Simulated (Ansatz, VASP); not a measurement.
## One calculation of Pd, two programs

INCAR

```
  AGGAC = 1.0
  AGGAX = 1.0
  ALDAC = 0.0
  ALDAX = 1.0
  ALGO = Normal
  EDIFF = 1E-6
  ENCUT = 520
  GGA = B5
  ISIF = 2
  ISMEAR = -1
  ISPIN = 2
  LASPH = T
  LCHARG = F
  LMAXMIX = 4
  LORBIT = 11
  LREAL = F
  LWAVE = F
  MAGMOM = 0.368 0.368 0.373 0.373
  NBANDS = 32
  NELM = 150
  PREC = Accurate
  SIGMA = 0.05
```

Contents of KPOINTS:

```
k-points
0
Gamma
  14 14 4
```

Contents of POSCAR:

```
Pd
1.0
    2.9437852505      0.0000000000      0.0000000000
   -1.4718926252      2.5493928102      0.0000000000
    0.0000000000      0.0000000000      9.7734134650
Pd
4
Direct
    0.0000000000      0.0000000000      1.0000000000
    0.0000000000      0.0000000000      0.5000000000
    0.3333333333      0.6666666667      0.2500000000
    0.6666666667      0.3333333333      0.7500000000
```

Input for Ansatz:

```yaml
crystal:
  lattice:
    - [2.9437852505, 0.0, 0.0]
    - [-1.4718926252, 2.5493928102, 0.0]
    - [0.0, 0.0, 9.773413465]
  atoms:
    - { symbol: Pd, position: [0.0, 0.0, 1.0], spin: 0.368 }
    - { symbol: Pd, position: [0.0, 0.0, 0.5], spin: 0.368 }
    - { symbol: Pd, position: [0.3333333333, 0.6666666667, 0.25], spin: 0.373 }
    - { symbol: Pd, position: [0.6666666667, 0.3333333333, 0.75], spin: 0.373 }
hamiltonian:
  xc: blyp
  pseudopotentials:
    kind: paw
    azcp:
      Pd: "pseudopotentials/Pd.paw.azcp"
basis:
  ecutwfc: 420
  fft_grid_basis: typed
kpoints:
  mp_grid: { grid: [14, 14, 4], shift: [0, 0, 0] }
magnetization:
  spin_polarized: true
scf:
  occupations: { method: fermi_dirac, width: 0.05 }
  lower_state_search: "off"
output:
  stress: true
  write_density: true
  write_potential: true
  elf: true
  volumetric_format: npy
```

Alike in both runs: task single point; functional BLYP; k mesh 14 × 14 × 4; occupations fermi-dirac, width 0.05 eV; collinear spin.

|  | VASP | Ansatz |
| --- | --- | --- |
| version | VASP 6.6.1 | Ansatz 0.2.0 |
| potentials or method | VASP PAW PBE potentials, release 64 (Pd), cutoff 520 eV | plane waves (420 eV) with PAW, scalar-relativistic |
| valence electrons in the cell | 40 | 72 |

```tsv
	VASP	Ansatz	Ansatz less VASP
pressure (GPa)	-10.6	-10.8	-0.18
traceless stress, the component that is largest in VASP (GPa)	-0.24	-0.21	+0.031
net moment per atom (μB)	0.40	0.40	+0.002
size of the moment on the site where the two differ most (μB)	0.41	0.41	+0.007
```

VASP's potentials were made for PBE, not for BLYP. Site moments also hang on the region over which each program counts them. VASP's potentials hold 40 valence electrons a cell and Ansatz's 72, so a difference there can come from the potentials and not from the codes.
